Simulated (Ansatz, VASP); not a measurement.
One calculation of Pb, two programs

```
Pb
1.0
    -2.11159    2.11159    1.75257
     2.11159   -2.11159    1.75257
     2.11159    2.11159   -1.75257
Pb
1
Direct
  0.00000 0.00000 0.00000
```

Alike in both runs: functional r2SCAN; k mesh 10 × 10 × 10; occupations gaussian, width 0.1 eV; no spin polarisation.

Ansatz relaxed the structure, and its values are those at the end. VASP's run is a single point on that final structure, the one shown.

|  | VASP | Ansatz |
| --- | --- | --- |
| version | VASP 6.6.1 | Ansatz 0.2.0 |
| potentials or method | VASP PAW PBE potentials, release 64 (Pb_d), cutoff 520 eV | scalar-relativistic, plane waves, PAW |
| valence electrons in the cell | 14 | 14 |

```tsv
	VASP	Ansatz	Ansatz less VASP
gap on the k mesh at the Fermi level (eV)	none	none	-
pressure (GPa)	-0.1	0.0	+0.02
```

VASP's potentials were made for PBE, not for r2SCAN. A gap of «none» marks a metal or a gap that the smearing closes.

Spin-orbit coupling is off throughout.
